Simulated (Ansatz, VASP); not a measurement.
**Ca in VASP and in Ansatz**

```
Ca
1.0
     4.21884   -0.15920    0.00000
    -2.24729    3.66315    0.00000
     0.00000    0.00000    6.69011
Ca
2
Cartesian
  -0.2495 2.1922 1.6725
  2.2210 1.3118 5.0176
```

Alike in both runs: task single point; functional PBEsol; k mesh 10 × 10 × 6; occupations gaussian, width 0.1 eV; no spin polarisation.

|  | VASP | Ansatz |
| --- | --- | --- |
| version | VASP 6.6.1 | Ansatz 0.2.0 |
| potentials or method | VASP PAW PBE potentials, release 64 (Ca_sv), cutoff 520 eV | scalar-relativistic, plane waves, PAW |
| valence electrons in the cell | 20 | 20 |

```csv
,VASP,Ansatz,Ansatz less VASP
gap on the k mesh at the Fermi level (eV),none,none,-
pressure (GPa),-2.5,-2.5,0.00
"traceless stress, the component that is largest in VASP (GPa)",0.85,0.85,-0.003
rms of the force components (eV/Å),0.132,0.131,-0.0003
```

VASP's potentials were made for PBE, not for PBEsol. Atom by atom the forces differ by 0.000 eV/Å (rms over components). A gap of «none» marks a metal or a gap that the smearing closes.
